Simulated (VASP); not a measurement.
# Hf4F in VASP: notebook

Runs on Hf4F. Level: PBE. Tasks: single point.

Everything below comes from runs of VASP 6.6.1. Logs are shortened: lines on timing, memory, paths and dates and some standing lists are left out, and cuts for length are marked.

**1. The cell of the first run**

The cell holds a slab with vacuum, 5 atoms: a = 3.205 Å, b = 3.205 Å, c = 24.528 Å, α = 90.00°, β = 90.00°, γ = 120.00°.

**2. Single point, PBE**

The input, INCAR:

```
SYSTEM = Hf4F
PREC = Accurate
ENCUT = 640
EDIFF = 1E-6
ISMEAR = 0
SIGMA = 0.1
LREAL = .False.
LASPH = .True.
NELM = 300
ALGO = Normal
ISIF = 2
LWAVE = .False.
LCHARG = .True.
LDIPOL = .True.
IDIPOL = 3
DIPOL = 0.5 0.5 0.382
GGA = PE
LVHAR = .True.
LVACPOTAV = .True.
NBANDS = 32
GGA_COMPAT = .False.
NELMDL = -8
AMIX = 0.1
BMIX = 1E-4
AMIX_MAG = 0.4
BMIX_MAG = 1E-4
KPAR = 4
```

The input, KPOINTS:

```
regular mesh
0
Gamma
  9 9 1
  0 0 0
```

The input, POSCAR:

```
Hf4F
1.0
    3.2048170381      0.0000000000      0.0000000000
   -1.6024085190      2.7754529695      0.0000000000
    0.0000000000      0.0000000000     24.5281466259
Hf F
4 1
Direct
    0.6666666667      0.3333333333      0.1630779553
    0.3333333333      0.6666666667      0.2663815885
    0.6666666667      0.3333333333      0.3732987945
    0.3333333333      0.6666666667      0.4699966451
    0.4444444444      0.5555555556      0.6359284647
```

Potentials or basis: VASP PAW PBE potentials, release 64 (Hf_pv, F).

Run with:

```bash
> cat potpaw_PBE.64/Hf_pv/POTCAR potpaw_PBE.64/F/POTCAR > POTCAR
> mpirun -np 4 vasp_std > vasp.out
```

OUTCAR:

```text
SYSTEM = Hf4F
   PREC = Accurate
   ENCUT = 640
   EDIFF = 1E-6
   ISMEAR = 0
   LREAL = .False.
   LASPH = .True.
   NELM = 300
   ISIF = 2
   GGA = PE
   NELMDL = -8
   AMIX = 0.1
   AMIX_MAG = 0.4

 ion  position               nearest neighbor table
   1  0.667  0.333  0.163-   2 3.14   2 3.14   2 3.14
   2  0.333  0.667  0.266-   1 3.14   1 3.14   1 3.14   3 3.21   3 3.21   3 3.21
   3  0.667  0.333  0.373-   4 3.01   4 3.01   4 3.01   2 3.21   2 3.21   2 3.21
   4  0.333  0.667  0.470-   3 3.01   3 3.01   3 3.01
   5  0.444  0.556  0.636-

  LATTYP: Found a hexagonal cell.
 ALAT       =     3.2048170381
 C/A-ratio  =     7.6535247829

  Lattice vectors:

 A1 = (   3.2048170381,   0.0000000000,   0.0000000000)
 A2 = (  -1.6024085190,   2.7754529695,   0.0000000000)
 A3 = (   0.0000000000,   0.0000000000,  24.5281466259)

Analysis of symmetry for initial positions (statically):
=====================================================================
 Subroutine PRICEL returns:
 Original cell was already a primitive cell.

 Routine SETGRP: Setting up the symmetry group for a
 hexagonal supercell.

 Subroutine GETGRP returns: Found  2 space group operations
 (whereof  2 operations were pure point group operations)
 out of a pool of 24 trial point group operations.

The static configuration has the point symmetry C_1h.

Analysis of symmetry for dynamics (positions and initial velocities):
=====================================================================
 Subroutine PRICEL returns:
 Original cell was already a primitive cell.

 Routine SETGRP: Setting up the symmetry group for a
 hexagonal supercell.

 Subroutine GETGRP returns: Found  2 space group operations
 (whereof  2 operations were pure point group operations)
 out of a pool of 24 trial point group operations.

The dynamic configuration has the point symmetry C_1h.

 Subroutine INISYM returns: Found  2 space group operations
 (whereof  2 operations are pure point group operations),
 and found     1 'primitive' translations

----------------------------------------------------------------------------------------

                                     Primitive cell

  volume of cell :     218.1734

  direct lattice vectors                    reciprocal lattice vectors
     3.204817038  0.000000000  0.000000000     0.312030293  0.180150774  0.000000000
    -1.602408519  2.775452969  0.000000000     0.000000000  0.360301548  0.000000000
     0.000000000  0.000000000 24.528146626     0.000000000  0.000000000  0.040769489

  length of vectors
     3.204817038  3.204817038 24.528146626     0.360301548  0.360301548  0.040769489

  position of ions in fractional coordinates (direct lattice)
     0.666666667  0.333333333  0.163077955
     0.333333333  0.666666667  0.266381589
     0.666666667  0.333333333  0.373298795
     0.333333333  0.666666667  0.469996645
     0.444444444  0.555555556  0.635928465

  ion indices of the primitive-cell ions
   primitive index   ion index
                 1           1
                 2           2
                 3           3
                 4           4
                 5           5

----------------------------------------------------------------------------------------

 KPOINTS: regular mesh

Automatic generation of k-mesh.
 Grid dimensions read from file:
 generate k-points for:    9    9    1

 Generating k-lattice:

  Cartesian coordinates                     Fractional coordinates (reciprocal lattice)
     0.034670033  0.020016753  0.000000000     0.111111111 -0.000000000  0.000000000
     0.000000000  0.040033505  0.000000000     0.000000000  0.111111111  0.000000000
     0.000000000  0.000000000  0.040769489     0.000000000  0.000000000  1.000000000

  Length of vectors
     0.040033505  0.040033505  0.040769489

  Shift w.r.t. Gamma in fractional coordinates (k-lattice)
     0.000000000  0.000000000  0.000000000

 Subroutine IBZKPT returns following result:
 ===========================================

 Found     25 irreducible k-points:

 Following reciprocal coordinates:
            Coordinates               Weight
  0.000000  0.000000  0.000000      1.000000
  0.111111 -0.000000  0.000000      4.000000
 -0.111111  0.111111  0.000000      2.000000
  0.222222 -0.000000  0.000000      4.000000
 -0.222222  0.222222  0.000000      2.000000
  0.333333 -0.000000  0.000000      4.000000
[... 16 lines left out ...]
 -0.222222 -0.444444  0.000000      4.000000
  0.444444  0.333333  0.000000      4.000000
   k-points           NKPTS =     25   k-points in BZ     NKDIM =     25   number of bands    NBANDS=     32
   number of dos      NEDOS =    301   number of ions     NIONS =      5
   total plane-waves  NPLWV = 164640
   dimension x,y,z NGX =    28 NGY =   28 NGZ =  210
   dimension x,y,z NGXF=    56 NGYF=   56 NGZF=  420
   ions per type =               4   1
   NGX,Y,Z   is equivalent  to a cutoff of  14.52, 14.52, 14.23 a.u.
   NGXF,Y,Z  is equivalent  to a cutoff of  29.05, 29.05, 28.47 a.u.
 SYSTEM =  Hf4F
   PREC   = accura    normal or accurate (medium, high low for compatibility)
   ISTART =      0    job   : 0-new  1-cont  2-samecut
   ICHARG =      2    charge: 1-file 2-atom 10-const
   ISPIN  =      1    spin polarized calculation?
   LNONCOLLINEAR =      F non collinear calculations
   LSORBIT =      F    spin-orbit coupling
   LASPH  =      T    aspherical Exc in radial PAW
   ENCUT  =  640.0 eV  47.04 Ry    6.86 a.u.   6.61  6.61 50.60*2*pi/ulx,y,z
   NELM   =    300;   NELMIN=  2; NELMDL= -8     # of ELM steps
   EDIFF  = 0.1E-05   stopping-criterion for ELM
   LREAL  =      F    real-space projection
   EDIFFG = 0.1E-04   stopping-criterion for IOM
   NSW    =      0    number of steps for IOM
   IBRION =     -1    ionic relax: 0-MD 1-quasi-New 2-CG
   NFREE  =      0    steps in history (QN), initial steepest desc. (CG)
   ISIF   =      2    stress and relaxation
   ISYM   =      2    0-nonsym 1-usesym 2-fastsym
   POTIM  = 0.5000    time-step for ionic-motion
   TEBEG  =    0.0;   TEEND  =   0.0 temperature during run
   PSTRESS=    0.0 pullay stress
   NELECT =      47.0000    total number of electrons
   NUPDOWN=      -1.0000    fix difference up-down
   EMIN   =  10.00;   EMAX   =-10.00  energy-range for DOS
   EFERMI =   0.00;   METHOD = LEGACY
   ISMEAR =     0;   SIGMA  =   0.10  broadening in eV -4-tet -1-fermi 0-gaus
   EFERMI_NEDOS =   21; number of points for ismear=-14 and -15
   IALGO  =     38    algorithm
   IMIX   =      4    mixing-type and parameters
     AMIX     =   0.10;   BMIX     =  0.00
     AMIX_MAG =   0.40;   BMIX_MAG =  0.00
  volume/ion in A,a.u.               =      43.63       294.46
  Fermi-wavevector in a.u.,A,eV,Ry     =   0.981387  1.854552 13.104041  0.963120
  Thomas-Fermi vector in A             =   2.112389
   LORBIT       =      0    0 simple, 1 ext, 2 COOP (PROOUT), +10 PAW based schemes
   GGA     = PE    functional components
   LHFCALC =     F    Hartree Fock is set to
   AEXX    =    0.0000 exact exchange contribution
   IVDW    =     0    specifies the selected vdW correction
   LEPSILON=     F    determine dielectric tensor
   LRPA    =     F    only Hartree local field effects (RPA)
 non-spin polarized calculation
 Gauss-broadening in eV      SIGMA  =   0.10
  energy-cutoff  :      640.00
  volume of cell :      218.17
 maximum number of plane-waves:      8117
   NGX = 13   NGY = 13   NGZ =101

 dipolmoment           0.000000      0.000000     -0.162586 electrons x Angstroem

 number of electron      47.0000005 magnetization

 dipolmoment           0.000000      0.000000      0.331547 electrons x Angstroem

 Free energy of the ion-electron system (eV)
  ---------------------------------------------------
  ext. energy  EPLUGINS =         0.00000000
  ---------------------------------------------------
  free energy    TOTEN  =       -38.78074742 eV

  energy without entropy =      -38.70847007  energy(sigma->0) =      -38.74460875

 E-fermi :  -2.1473     XC(G=0):  -6.1114

 val. band max:       -2.1504313297   @ k =   0.1111  -0.0000   0.0000
 cond. band min:      -2.1121994372   @ k =  -0.2222   0.2222   0.0000
 fundamental gap:      0.0382318926
 Fermi energy:        -2.1473151513

 k-point     1 :       0.0000    0.0000    0.0000
  band No.  band energies     occupation
      1     -33.3801      2.00000
      2     -33.2660      2.00000
      3     -32.8133      2.00000
      4     -32.8126      2.00000
      5     -32.7707      2.00000
      6     -32.7707      2.00000
[... 24 lines left out ...]
     31      -0.7007      0.00000
     32      -0.4197      0.00000

 k-point     2 :       0.1111   -0.0000    0.0000
  band No.  band energies     occupation
      1     -33.3636      2.00000
      2     -33.2531      2.00000
      3     -32.8916      2.00000
      4     -32.8458      2.00000
      5     -32.8289      2.00000
      6     -32.7862      2.00000
[... 24 lines left out ...]
     31      -0.5303      0.00000
     32      -0.3869      0.00000

 k-point     3 :      -0.1111    0.1111    0.0000
  band No.  band energies     occupation
      1     -33.3636      2.00000
      2     -33.2531      2.00000
      3     -32.8911      2.00000
      4     -32.8457      2.00000
      5     -32.8294      2.00000
      6     -32.7862      2.00000
[... 24 lines left out ...]
     31      -0.5296      0.00000
     32      -0.3875      0.00000

 k-point     4 :       0.2222   -0.0000    0.0000
  band No.  band energies     occupation
      1     -33.3252      2.00000
      2     -33.2215      2.00000
      3     -33.0641      2.00000
      4     -33.0101      2.00000
      5     -32.8694      2.00000
      6     -32.8252      2.00000
[... 24 lines left out ...]
     31       0.0090      0.00000
     32       0.2375      0.00000

 k-point     5 :      -0.2222    0.2222    0.0000
  band No.  band energies     occupation
      1     -33.3251      2.00000
      2     -33.2215      2.00000
      3     -33.0638      2.00000
      4     -33.0101      2.00000
      5     -32.8700      2.00000
      6     -32.8252      2.00000
[... 584 lines left out ...]
     31       0.6152      0.00000
     32       0.8177      0.00000

 k-point    22 :       0.3333    0.2222    0.0000
  band No.  band energies     occupation
      1     -33.3063      2.00000
      2     -33.2479      2.00000
      3     -33.2383      2.00000
      4     -33.1539      2.00000
      5     -33.0946      2.00000
      6     -33.0406      2.00000
[... 24 lines left out ...]
     31       0.8052      0.00000
     32       1.4101      0.00000

 k-point    23 :      -0.2222   -0.4444    0.0000
  band No.  band energies     occupation
      1     -33.3060      2.00000
      2     -33.2480      2.00000
      3     -33.2383      2.00000
      4     -33.1539      2.00000
      5     -33.0947      2.00000
      6     -33.0406      2.00000
[... 24 lines left out ...]
     31       0.8052      0.00000
     32       1.4103      0.00000

 k-point    24 :       0.4444    0.3333    0.0000
  band No.  band energies     occupation
      1     -33.3056      2.00000
      2     -33.2479      2.00000
      3     -33.2384      2.00000
      4     -33.1539      2.00000
      5     -33.0951      2.00000
      6     -33.0407      2.00000
[... 24 lines left out ...]
     31       0.8055      0.00000
     32       1.4102      0.00000

 [... further k-points ...]

------------------------ aborting loop because EDIFF is reached ----------------------------------------

  FORCE on cell =-STRESS in cart. coord.  units (eV):
  Direction    XX          YY          ZZ          XY          YZ          ZX
  --------------------------------------------------------------------------------------
  -------------------------------------------------------------------------------------
  Total       -1.9303779     -1.9266542     -4.2019455      0.0032248     -0.0092042      0.0159420
  in kB      -14.1759139    -14.1485684    -30.8573875      0.0236819     -0.0675916      0.1170719
  external PRESSURE =     -19.7272899 kB  Pullay stress =       0.0000000 kB

 VOLUME and BASIS-vectors are now :
 -----------------------------------------------------------------------------
  energy-cutoff  :      640.00
  volume of cell :      218.17
      direct lattice vectors                 reciprocal lattice vectors
     3.204817038  0.000000000  0.000000000     0.312030293  0.180150774  0.000000000
    -1.602408519  2.775452969  0.000000000     0.000000000  0.360301548  0.000000000
     0.000000000  0.000000000 24.528146626     0.000000000  0.000000000  0.040769489

 POSITION                                       TOTAL-FORCE (eV/Angst)
 -----------------------------------------------------------------------------------
      1.60241      0.92515      4.00000         0.000015     -0.000009      0.735187
     -0.00000      1.85030      6.53385         0.000291     -0.000168     -0.737508
      1.60241      0.92515      9.15633        -0.001082      0.000625      0.040948
     -0.00000      1.85030     11.52815        -0.003074      0.001775      0.511734
      0.53414      1.54192     15.59815         0.003850     -0.002223     -0.550361
 -----------------------------------------------------------------------------------
    total drift:                                0.000050     -0.000029      0.000703

  FREE ENERGIE OF THE ION-ELECTRON SYSTEM (eV)
  ---------------------------------------------------
  free  energy   TOTEN  =       -38.7807474172 eV

  energy  without entropy=      -38.7084700747  energy(sigma->0) =      -38.74460875

 vacuum level on the upper side and lower side of the slab         8.999         2.253
```

Wall time 19 min (4 MPI ranks of Intel Xeon Platinum 8259CL at 2.50GHz (Skylake/Cascade Lake), shared host); peak memory 0.52 GiB.

What came out:

```
Free energy            : -38.7807 eV
Largest force          : 0.738 eV/Å
Band gap on the k mesh : zero (an odd number of electrons rules out a gap without spin polarisation)
```

Forces on the atoms (eV/Å):
```
Hf   0.000  0.000  0.735
Hf   0.000  0.000 -0.738
Hf  -0.001  0.001  0.041
Hf  -0.003  0.002  0.512
F    0.004 -0.002 -0.550
```

Levels at points of the mesh, in eV from the Fermi level:
```csv
k point,band 20,band 21,band 22,band 23,band 24,band 25,band 26,band 27,band 28,band 29
"(0.00, 0.00, 0.00)",0.10,0.10,0.23,0.69,0.98,0.98,1.16,1.16,1.22,1.29
```

Caveat: spin-orbit coupling is left out, which moves the levels of the heavy elements.

(Part 1 of 2 ends here.)

The gap in the log of VASP goes by the Fermi energy; the results here count the filled bands.